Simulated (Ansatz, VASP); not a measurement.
One calculation of CaS, two programs

```
Ca S
1.0
     0.00000    2.87533    2.87533
     2.87533    0.00000    2.87533
     2.87533    2.87533    0.00000
Ca S
1 1
Cartesian
  0.0000 0.0000 0.0000
  2.8753 2.8753 2.8753
```

Alike in both runs: task relaxation of cell and atoms; functional PBE; k mesh 8 × 8 × 8; occupations gaussian, width 0.02 eV; no spin polarisation.

```csv
,VASP,Ansatz
version,VASP 6.6.1,Ansatz 0.2.0
potentials or method,"VASP PAW PBE potentials, release 64 (Ca_sv, S), cutoff 500 eV","scalar-relativistic, plane waves, PAW"
valence electrons in the cell,16,16
```

VASP gave:

```
gap on the k mesh at the Fermi level, each at its own relaxed structure (eV) : 2.38
relaxed volume (Å³/atom)                                                     : 23.35
relaxed cell length with the largest relative difference (Å)                 : 4.042
```

Q: What did Ansatz give for the same quantities?

A: gap on the k mesh at the Fermi level, each at its own relaxed structure (eV): 2.38; relaxed volume (Å³/atom): 23.30; relaxed cell length with the largest relative difference (Å): 4.039.
